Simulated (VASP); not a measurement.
## SrTiO3: single point with PBE

Crystal: SrTiO3.

```xyz
5
Lattice="3.8445 0.0000 0.0000 0.0000 3.8445 0.0000 0.0000 0.0000 4.1202" Properties=species:S:1:pos:R:3 pbc="T T T"
Sr    0.0026    0.0000    0.0000
Ti    1.9347    1.9222    2.0601
O    -0.0188    1.9222    2.0601
O     1.9059    0.0000    2.0601
O     1.9059    1.9222    0.0000
```

This cell differs from its parent crystal: mode 1 frozen in at -0.019 Å, strain +e along z and -e/2 along x and y +0.0467.

* Program: VASP 6.6.1
* Task: single point
* Functional: PBE
* Potentials or basis: VASP PAW PBE potentials, release 64 (Sr_sv, Ti_sv, O)
* Cutoff: 520 eV
* k mesh: 8 × 8 × 8
* Occupations: gaussian, width 0.05 eV
* Spin: no spin polarisation

```yaml
Pressure: 2.2 GPa
Largest_force: 0.094 eV/Å
Band_gap_on_the_k_mesh: 1.69 eV, indirect (least direct gap 2.15 eV)
```

Forces on the atoms (eV/Å):
```
Sr   0.007  0.000  0.000
Ti  -0.063  0.000  0.000
O    0.094  0.000  0.000
O   -0.051  0.000  0.000
O    0.013  0.000  0.000
```

Stress tensor (GPa, compression positive):
```
 7.04  0.00  0.00
 0.00  6.83  0.00
 0.00  0.00 -7.16
```

Levels at points of the mesh, in eV from the valence-band top:
```csv
k point,band 17,band 18,band 19,band 20,band 21,band 22,band 23,band 24
"(0.00, 0.00, 0.00)",-1.14,-0.51,-0.46,-0.46,1.69,1.71,1.83,3.73
"(0.50, 0.00, 0.00)",-2.49,-2.04,-0.89,-0.82,1.88,3.79,3.82,3.88
"(0.00, 0.50, 0.00)",-2.47,-2.04,-0.90,-0.84,1.89,3.78,3.81,3.88
"(0.50, 0.50, 0.00)",-1.84,-1.41,-1.41,-0.06,3.79,3.80,4.30,4.55
"(0.00, 0.00, 0.50)",-1.95,-1.93,-0.79,-0.78,1.94,3.19,3.19,4.38
"(0.50, 0.00, 0.50)",-1.80,-1.79,-1.77,-0.34,3.20,3.82,3.98,5.21
"(0.00, 0.50, 0.50)",-1.80,-1.80,-1.78,-0.34,3.20,3.81,3.98,5.21
"(0.50, 0.50, 0.50)",-3.63,-0.18,-0.18,0.00,4.18,4.18,4.49,6.58
```

Run time: 3.3 min on 1 thread of Intel(R) Xeon(R) Platinum 8259CL CPU @ 2.50GHz (Skylake/Cascade Lake), with other jobs on the host, peak memory 0.33 GiB.

Caveat: the cell differs from its parent crystal (mode 1 frozen in at -0.019 Å, strain +e along z and -e/2 along x and y +0.0467). A k mesh can miss the band edges.
